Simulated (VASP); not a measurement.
BaTiO3:

```
Ba Ti O
1.0
     3.98550    0.00000    0.00000
     0.00000    2.83690    2.84515
     0.00000   -2.83690    2.84515
Ba Ti O
1 1 3
Cartesian
  0.0000 0.0000 0.0000
  1.9928 0.0000 2.9157
  0.0000 0.0000 2.7735
  1.9928 -1.3804 4.2594
  1.9928 1.3804 4.2594
```

```yaml
Program: VASP 6.6.1
Task: relaxation of cell and atoms
Functional: PBEsol
Potentials_or_basis: VASP PAW PBE potentials, release 64 (Ba_sv, Ti_sv, O)
Cutoff: 600 eV
k_mesh: 10 × 10 × 10
Occupations: methfessel-paxton, width 0.1 eV
Spin: no spin polarisation
```

At the start: pressure -2.3 GPa; volume 12.87 Å³/atom.

Where does the relaxation end?

Over 17 steps the energy falls by 6.1 meV/atom and the volume is 12.84 Å³/atom (-0.2 %); space group Amm2 (No. 38, to 0.1 Å) before and after.

Step by step:
| step | energy change (eV) | largest force (eV/Å) | pressure (GPa) | volume (Å³) |
| --- | --- | --- | --- | --- |
| 1 | 0.0000 | 0.2795 | -2.27 | 64.34 |
| 2 | -0.0076 | 0.1888 | 2.76 | 62.66 |
| 3 | -0.0118 | 0.2061 | 0.82 | 63.27 |
| 4 | -0.0196 | 0.1547 | 0.67 | 63.43 |
| 5 | -0.0275 | 0.0865 | 0.38 | 63.83 |
| 6 | -0.0276 | 0.0750 | 0.36 | 63.79 |
| 7 | -0.0292 | 0.0986 | -0.58 | 64.20 |
| 8 | -0.0293 | 0.0946 | -0.44 | 64.13 |
| 9 | -0.0298 | 0.0373 | 0.42 | 63.91 |
| 10 | -0.0300 | 0.0428 | 0.14 | 63.99 |
| 11 | -0.0304 | 0.0236 | 0.09 | 64.06 |
| 12 | -0.0305 | 0.0408 | 0.00 | 64.16 |
| 13 | -0.0305 | 0.0261 | -0.02 | 64.13 |
| 14 | -0.0307 | 0.0167 | 0.05 | 64.15 |
| 15 | -0.0307 | 0.0114 | 0.07 | 64.16 |
| 16 | -0.0306 | 0.0201 | -0.21 | 64.25 |
| 17 | -0.0307 | 0.0057 | -0.01 | 64.18 |

Final structure:
```yaml
crystal:
  lattice:
    - [3.96003, 0.00000, 0.00000]
    - [0.00000, 2.84090, 2.85259]
    - [0.00000, -2.84090, 2.85259]
  atoms:
    - { symbol: Ba, position: [0.00000, 0.00682, 0.00682] }
    - { symbol: Ti, position: [0.50000, 0.52083, 0.52083] }
    - { symbol: O, position: [0.00000, 0.49152, 0.49152] }
    - { symbol: O, position: [0.50000, 0.49405, 0.98366] }
    - { symbol: O, position: [0.50000, 0.98366, 0.49405] }
```

Caveat: the PAW data sets were made with another functional, which shifts forces and pressure a little.
